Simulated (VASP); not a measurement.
The system is Te2Mo, a slab with vacuum.

```
CELL_PARAMETERS angstrom
6.41437 -0.01862 -0.03586
-0.01019 3.50847 -0.00700
-0.29036 -0.07254 36.36040
ATOMIC_POSITIONS crystal
Te 0.06709 0.74798 0.44224
Te 0.92710 0.25389 0.55688
Te 0.56950 0.24098 0.45877
Te 0.42059 0.76427 0.53995
Mo 0.82259 0.74989 0.50191
Mo 0.17475 0.27420 0.49769
```

This cell differs from its parent crystal: atoms moved at random and the cell strained at random.

Base run:

| Quantity | Value |
| --- | --- |
| Program | VASP 6.6.1 |
| Functional | LDA |
| Potentials or basis | VASP PAW LDA potentials, release 64 (Te, Mo_sv) |
| Cutoff | 520 eV |
| k mesh | 6 × 8 × 1 |
| Occupations | gaussian, width 0.1 eV |
| Spin | no spin polarisation |

Its results: band gap on the k mesh zero (bands 26 and 27 overlap by 0.04 eV); largest force 1.112 eV/Å.

Question: The run is repeated on the same cell with these changes: k mesh from 6 × 8 × 1 to 1 × 2 × 1. What comes out?

Answer: Band gap on the k mesh 0.64 eV; largest force 1.793 eV/Å.

Caveats: some runs use coarse meshes; spin-orbit coupling is left out, which moves the levels of the heavy elements.

A k mesh can miss the band edges.
